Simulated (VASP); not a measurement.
A run of VASP 6.6.1 is set up as follows.

INCAR

```
PREC     = Accurate       # precision mode
ENCUT    = 700            # plane-wave cutoff, eV
EDIFF    = 1E-6           # SCF threshold, eV
ISMEAR   = 0              # smearing method
SIGMA    = 0.2            # smearing width, eV
LREAL    = False          # projectors in reciprocal space
LASPH    = True           # aspherical terms in the spheres
NELM     = 120            # most SCF steps
ALGO     = Normal         # electronic algorithm
ISIF     = 2              # what is computed and relaxed
LWAVE    = False          # write WAVECAR
LCHARG   = False          # write CHGCAR
GGA      = PE             # functional
NBANDS   = 40             # bands
GGA_COMPAT= False
```

The input KPOINTS:

```
regular mesh
0
Gamma
  4 3 5
```

Contents of POSCAR:

```
AgO2
1.0
    4.2105945023      0.0000000000      0.0000000000
    0.0000000000      5.3435914828      0.0000000000
    0.0000000000      0.0000000000      3.5202446623
Ag O
2 4
Direct
    0.0000000000      0.0000000000      0.0000000000
    0.5000000000      0.5000000000      0.5000000000
    0.8667906407      0.5771691193      0.0000000000
    0.1332093593      0.4228308807      0.0000000000
    0.3667906407      0.9228308807      0.5000000000
    0.6332093593      0.0771691193      0.5000000000
```

Potentials or basis: VASP PAW PBE potentials, release 64 (Ag_sv_GW, O).

The run is started by

```console
$ cat potpaw_PBE.64/Ag_sv_GW/POTCAR potpaw_PBE.64/O/POTCAR > POTCAR
$ mpirun -np 1 vasp_std > vasp.out
```

Problem. Predict the band gap on the k mesh.

Solution. Zero (bands 31 and 32 overlap by 1.60 eV).

Problem. Predict the largest force.

Solution. 0.234 eV/Å.

Stress tensor (GPa, compression positive):
```
0.31 0.00 0.00
0.00 0.00 0.00
0.00 0.00 0.01
```

Caveat: the k points lie up to 0.39 Å⁻¹ apart, too coarse for converged energies and pressures of a metal.
